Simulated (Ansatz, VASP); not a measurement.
# One calculation of Al2H3, two programs

```xyz
5
Lattice="3.3856 0.0000 0.0000 -1.6928 2.9320 0.0000 0.0000 0.0000 4.5091" Properties=species:S:1:pos:R:3 pbc="T T T"
Al    0.0000    1.9546    1.0493
Al    1.6928    0.9773    3.4598
H     0.0000    0.0000    0.0000
H     0.0000    1.9546    2.9124
H     1.6928    0.9773    1.5967
```

Alike in both runs: functional PBE; k mesh 6 × 6 × 4; occupations gaussian, width 0.1 eV; no spin polarisation.

Ansatz relaxed the structure, and its values are those at the end. VASP's run is a single point on that final structure, the one shown.

|  | VASP | Ansatz |
| --- | --- | --- |
| version | VASP 6.6.1 | Ansatz 0.2.0 |
| potentials or method | VASP PAW PBE potentials, release 64 (Al, H), cutoff 500 eV | scalar-relativistic, plane waves, PAW |
| valence electrons in the cell | 9 | 9 |

|  | VASP | Ansatz | Ansatz less VASP |
| --- | --- | --- | --- |
| gap on the k mesh at the Fermi level (eV) | none | none | - |
| pressure (GPa) | -0.2 | 0.0 | +0.18 |
| rms of the force components (eV/Å) | 0.004 | 0.006 | +0.0015 |

A gap of «none» marks a metal or a gap that the smearing closes.
